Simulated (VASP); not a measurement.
Here is a VASP 6.6.1 calculation.

File INCAR:

```
SYSTEM = NdTl2P3
PREC     = Accurate       ! precision mode
ENCUT    = 500            ! plane-wave cutoff, eV
EDIFF    = 1E-6           ! SCF threshold, eV
ISMEAR   = 0              ! smearing method
SIGMA    = 0.2            ! smearing width, eV
LREAL    = .FALSE.        ! projectors in reciprocal space
LASPH    = .TRUE.         ! aspherical terms in the spheres
NELM     = 200            ! most SCF steps
ALGO     = Normal         ! electronic algorithm
ISIF     = 2              ! what is computed and relaxed
LWAVE    = .FALSE.        ! write WAVECAR
LCHARG   = .FALSE.        ! write CHGCAR
GGA      = PE             ! functional
NBANDS   = 35             ! bands
GGA_COMPAT= .FALSE.      
LMAXMIX  = 6              ! l up to which the mixer works
```

File KPOINTS:

```
Automatic mesh
0
G
  4 4 2
  0 0 0
```

File POSCAR:

```
NdTl2P3
1.0
    4.1663560466      0.0000000000      0.0000000000
    0.0000000000      4.1663560466      0.0000000000
    0.0000000000      0.0000000000      7.9786961088
Nd Tl P
1 2 3
Direct
    0.5000000000      0.5000000000      0.0000000000
    0.5000000000      0.0000000000      0.6397187446
    0.0000000000      0.5000000000      0.3602812554
    0.5000000000      0.0000000000      0.2729126269
    0.0000000000      0.5000000000      0.7270873731
    0.0000000000      0.0000000000      0.0000000000
```

Potentials or basis: VASP PAW PBE potentials, release 64 (Nd_3, Tl_d, P), 4f in core.

Command:

```console
$ cat potpaw_PBE.64/Nd_3/POTCAR potpaw_PBE.64/Tl_d/POTCAR potpaw_PBE.64/P/POTCAR > POTCAR
$ mpirun -np 1 vasp_std > vasp.out
```

Question: What does it give for the pressure?

Answer: 0.2 GPa.

Question: Estimate the band gap on the k mesh.

Answer: Zero (bands 26 and 27 overlap by 1.72 eV).

Forces in eV/Å, atoms in the order of the input:
```
Nd   0.000  0.000  0.000
Tl   0.000  0.000 -0.024
Tl   0.000  0.000  0.024
P    0.000  0.000  0.005
P    0.000  0.000 -0.005
P    0.000  0.000  0.000
```

Caveat: the k points lie up to 0.39 Å⁻¹ apart, too coarse for converged energies and pressures of a metal; spin-orbit coupling is left out, which moves the levels of the heavy elements; the 4f electrons are frozen in the core, so they carry no moment and show no levels. Spin polarisation is off, so any magnetic state and its effect on volume and gap are missing.
